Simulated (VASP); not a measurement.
# Ge (Fd-3m) in VASP: notebook, part 2 of 2

VASP 6.6.1.

## Step 3: Relaxation of cell and atoms, PBEsol

This run uses another cell than the first one, of 22.64 Å³/atom.

The input, INCAR:

```
SYSTEM = Ge
PREC     = Accurate       ! precision mode
ENCUT    = 600            ! plane-wave cutoff, eV
EDIFF    = 1E-6           ! SCF threshold, eV
ISMEAR   = -1             ! smearing method
SIGMA    = 0.05           ! smearing width, eV
LREAL    = .FALSE.        ! projectors in reciprocal space
LASPH    = .TRUE.         ! aspherical terms in the spheres
NELM     = 60             ! most SCF steps
ALGO     = Normal         ! electronic algorithm
ISIF     = 3              ! what is computed and relaxed
LWAVE    = .FALSE.        ! write WAVECAR
LCHARG   = .FALSE.        ! write CHGCAR
GGA      = PS             ! functional
IBRION   = 2              ! ionic algorithm
NSW      = 100            ! ionic steps
EDIFFG   = -0.002         ! ionic threshold
```

The input, KPOINTS:

```
Automatic mesh
0
G
  14 14 14
  0 0 0
```

The input, POSCAR:

```
Ge
1.0
    0.0000000000      2.8289100000      2.8289100000
    2.8289100000      0.0000000000      2.8289100000
    2.8289100000      2.8289100000      0.0000000000
Ge
2
Direct
    0.5000000000      0.5000000000      0.5000000000
    0.7500000000      0.7500000000      0.7500000000
```

Potentials or basis: VASP PAW PBE potentials, release 64 (Ge_d).

Run with:

```bash
> cat potpaw_PBE.64/Ge_d/POTCAR > POTCAR
> mpirun -np 1 vasp_std > vasp.out
```

OUTCAR:

```text
SYSTEM = Ge
   PREC = Accurate
   ENCUT = 600
   EDIFF = 1E-6
   ISMEAR = -1
   LREAL = .FALSE.
   LASPH = .TRUE.
   NELM = 60
   ISIF = 3
   GGA = PS
   IBRION = 2
   NSW = 100
   EDIFFG = -0.002

 ion  position               nearest neighbor table
   1  0.500  0.500  0.500-   2 2.45   2 2.45   2 2.45   2 2.45
   2  0.750  0.750  0.750-   1 2.45   1 2.45   1 2.45   1 2.45

  LATTYP: Found a face centered cubic cell.
 ALAT       =     5.6578200000

  Lattice vectors:

 A1 = (   0.0000000000,   2.8289100000,   2.8289100000)
 A2 = (   2.8289100000,   0.0000000000,   2.8289100000)
 A3 = (   2.8289100000,   2.8289100000,   0.0000000000)

Analysis of symmetry for initial positions (statically):
=====================================================================
 Subroutine PRICEL returns:
 Original cell was already a primitive cell.

 Routine SETGRP: Setting up the symmetry group for a
 face centered cubic supercell.

 Subroutine GETGRP returns: Found 48 space group operations
 (whereof 24 operations were pure point group operations)
 out of a pool of 48 trial point group operations.

The static configuration has the point symmetry T_d .
 The point group associated with its full space group is O_h .

Analysis of symmetry for dynamics (positions and initial velocities):
=====================================================================
 Subroutine PRICEL returns:
 Original cell was already a primitive cell.

 Routine SETGRP: Setting up the symmetry group for a
 face centered cubic supercell.

 Subroutine GETGRP returns: Found 48 space group operations
 (whereof 24 operations were pure point group operations)
 out of a pool of 48 trial point group operations.

The dynamic configuration has the point symmetry T_d .
 The point group associated with its full space group is O_h .

 Subroutine INISYM returns: Found 48 space group operations
 (whereof 24 operations are pure point group operations),
 and found     1 'primitive' translations

----------------------------------------------------------------------------------------

                                     Primitive cell

  volume of cell :      45.2780

  direct lattice vectors                    reciprocal lattice vectors
     0.000000000  2.828910000  2.828910000    -0.176746521  0.176746521  0.176746521
     2.828910000  0.000000000  2.828910000     0.176746521 -0.176746521  0.176746521
     2.828910000  2.828910000  0.000000000     0.176746521  0.176746521 -0.176746521

  length of vectors
     4.000682889  4.000682889  4.000682889     0.306133954  0.306133954  0.306133954

  position of ions in fractional coordinates (direct lattice)
     0.500000000  0.500000000  0.500000000
     0.750000000  0.750000000  0.750000000

  ion indices of the primitive-cell ions
   primitive index   ion index
                 1           1
                 2           2

----------------------------------------------------------------------------------------

 KPOINTS: Automatic mesh

Automatic generation of k-mesh.
[... 58 lines left out ...]
   ISTART =      0    job   : 0-new  1-cont  2-samecut
   ICHARG =      2    charge: 1-file 2-atom 10-const
   ISPIN  =      1    spin polarized calculation?
   LNONCOLLINEAR =      F non collinear calculations
   LSORBIT =      F    spin-orbit coupling
   LASPH  =      T    aspherical Exc in radial PAW
   ENCUT  =  600.0 eV  44.10 Ry    6.64 a.u.   7.99  7.99  7.99*2*pi/ulx,y,z
   NELM   =     60;   NELMIN=  2; NELMDL= -5     # of ELM steps
   EDIFF  = 0.1E-05   stopping-criterion for ELM
   LREAL  =      F    real-space projection
   EDIFFG = -.2E-02   stopping-criterion for IOM
   NSW    =    100    number of steps for IOM
   IBRION =      2    ionic relax: 0-MD 1-quasi-New 2-CG
   NFREE  =      1    steps in history (QN), initial steepest desc. (CG)
   ISIF   =      3    stress and relaxation
   ISYM   =      2    0-nonsym 1-usesym 2-fastsym
   POTIM  = 0.5000    time-step for ionic-motion
   TEBEG  =    0.0;   TEEND  =   0.0 temperature during run
   PSTRESS=    0.0 pullay stress
   NELECT =      28.0000    total number of electrons
   NUPDOWN=      -1.0000    fix difference up-down
   EMIN   =  10.00;   EMAX   =-10.00  energy-range for DOS
   EFERMI =   0.00;   METHOD = LEGACY
   ISMEAR =    -1;   SIGMA  =   0.05  broadening in eV -4-tet -1-fermi 0-gaus
   EFERMI_NEDOS =   21; number of points for ismear=-14 and -15
   IALGO  =     38    algorithm
   IMIX   =      4    mixing-type and parameters
     AMIX     =   0.40;   BMIX     =  1.00
     AMIX_MAG =   1.60;   BMIX_MAG =  1.00
  volume/ion in A,a.u.               =      22.64       152.78
  Fermi-wavevector in a.u.,A,eV,Ry     =   1.394756  2.635708 26.468033  1.945346
  Thomas-Fermi vector in A             =   2.518275
   LORBIT       =      0    0 simple, 1 ext, 2 COOP (PROOUT), +10 PAW based schemes
   GGA     = PS    functional components
   LHFCALC =     F    Hartree Fock is set to
   AEXX    =    0.0000 exact exchange contribution
   IVDW    =     0    specifies the selected vdW correction
   LEPSILON=     F    determine dielectric tensor
   LRPA    =     F    only Hartree local field effects (RPA)
 conjugate gradient relaxation of ions
 non-spin polarized calculation
  energy-cutoff  :      600.00
  volume of cell :       45.28
 maximum number of plane-waves:      1526
   NGX = 15   NGY = 15   NGZ = 15

--------------------------------------- Ionic step        1  -------------------------------------------

 number of electron      28.0000013 magnetization

 Free energy of the ion-electron system (eV)
  ---------------------------------------------------
  ext. energy  EPLUGINS =         0.00000000
  ---------------------------------------------------
  free energy    TOTEN  =        -9.87405046 eV

  energy without entropy =       -9.87364018  energy(sigma->0) =       -9.87384532

------------------------ aborting loop because EDIFF is reached ----------------------------------------

  FORCE on cell =-STRESS in cart. coord.  units (eV):
  Direction    XX          YY          ZZ          XY          YZ          ZX
  --------------------------------------------------------------------------------------
  -------------------------------------------------------------------------------------
  Total        0.1642130      0.1642130      0.1642130     -0.0000000      0.0000000      0.0000000
  in kB        5.8107306      5.8107306      5.8107306     -0.0000000      0.0000000      0.0000000
  external PRESSURE =       5.8107306 kB  Pullay stress =       0.0000000 kB
[... 89 lines left out ...]
  FREE ENERGIE OF THE ION-ELECTRON SYSTEM (eV)
  ---------------------------------------------------
  free  energy   TOTEN  =        -9.8748105237 eV

  energy  without entropy=       -9.8743340128  energy(sigma->0) =       -9.87457227

[... ionic steps 4 to 11 ...]

--------------------------------------- Ionic step       12  -------------------------------------------

 number of electron      28.0000019 magnetization

------------------------ aborting loop because EDIFF is reached ----------------------------------------
[... 67 lines left out ...]
--------------------------------------- Ionic step       14  -------------------------------------------

 number of electron      28.0000019 magnetization

 Free energy of the ion-electron system (eV)
  ---------------------------------------------------
  ext. energy  EPLUGINS =         0.00000000
  ---------------------------------------------------
  free energy    TOTEN  =        -9.87480850 eV

  energy without entropy =       -9.87434357  energy(sigma->0) =       -9.87457603

 E-fermi :   4.8101     XC(G=0): -10.0909

 val. band max:        4.7830017038   @ k =   0.0000   0.0000   0.0000
 cond. band min:       4.8814583412   @ k =   0.5000   0.0000   0.0000
 fundamental gap:      0.0984566374
 Fermi energy:         4.8100676533

 k-point     1 :       0.0000    0.0000    0.0000
  band No.  band energies     occupation
      1     -19.9686      2.00000
      2     -19.9686      2.00000
      3     -19.9686      2.00000
      4     -19.9326      2.00000
      5     -19.9326      2.00000
      6     -19.7248      2.00000
[... 481 lines left out ...]
      5     -19.8814      2.00000
      6     -19.7882      2.00000
[... 10 lines left out ...]
     17       9.6448      0.00000
     18       9.6516      0.00000

 [... further k-points ...]

------------------------ aborting loop because EDIFF is reached ----------------------------------------

  FORCE on cell =-STRESS in cart. coord.  units (eV):
  Direction    XX          YY          ZZ          XY          YZ          ZX
  --------------------------------------------------------------------------------------
  -------------------------------------------------------------------------------------
  Total        0.0034620      0.0034620      0.0034620      0.0000000      0.0000000      0.0000000
  in kB        0.1215238      0.1215238      0.1215238      0.0000000      0.0000000      0.0000000
  external PRESSURE =       0.1215238 kB  Pullay stress =       0.0000000 kB
[... 17 lines left out ...]
  FREE ENERGIE OF THE ION-ELECTRON SYSTEM (eV)
  ---------------------------------------------------
  free  energy   TOTEN  =        -9.8748085010 eV

  energy  without entropy=       -9.8743435657  energy(sigma->0) =       -9.87457603

 reached required accuracy - stopping structural energy minimisation
```

It took 3.9 min on 1 thread of Intel Xeon Platinum 8488C (Sapphire Rapids), shared host; peak memory 0.24 GiB.

What came out:

- Free energy: -9.8748 eV
- Relaxed volume: 22.82 Å³/atom
- Relaxed cell: a = 4.011 Å, b = 4.011 Å, c = 4.011 Å, α = 60.00°, β = 60.00°, γ = 60.00°
- Space group after relaxing (to 0.1 Å): Fd-3m (No. 227)
- Energy gained by relaxing: 0.4 meV/atom
- Ionic steps: 14
- Pressure after relaxing: 0.0 GPa
- Band gap on the k mesh: zero (filled and empty bands touch)

Step by step:
```tsv
step	energy change (eV)	largest force (eV/Å)	pressure (GPa)	volume (Å³)
1	0.0000	0.0000	0.58	45.28
2	-0.0007	0.0000	-0.08	45.82
3	-0.0008	0.0000	0.11	45.72
4	-0.0007	0.0000	-0.23	45.78
5	-0.0008	0.0000	-0.02	45.74
6	-0.0008	0.0000	-0.12	45.73
7	-0.0007	0.0000	0.26	45.62
8	-0.0008	0.0000	-0.06	45.67
9	-0.0008	0.0000	0.03	45.66
10	-0.0008	0.0000	-0.09	45.67
11	-0.0008	0.0000	-0.04	45.66
12	-0.0008	0.0000	-0.04	45.65
13	-0.0007	0.0000	0.17	45.61
14	-0.0008	0.0000	0.01	45.64
```

Final structure:
```yaml
crystal:
  lattice:
    - [0.00000, 2.83649, 2.83649]
    - [2.83649, 0.00000, 2.83649]
    - [2.83649, 2.83649, 0.00000]
  atoms:
    - { symbol: Ge, position: [0.50000, 0.50000, 0.50000] }
    - { symbol: Ge, position: [0.75000, 0.75000, 0.75000] }
```

Caveat: semilocal functionals underestimate gaps, and a narrow one can read as zero; the PAW data sets were made with another functional, which shifts forces and pressure a little. Zero-point motion and thermal expansion aren't in these numbers.

The gap in the log of VASP goes by the Fermi energy; the results here count the filled bands.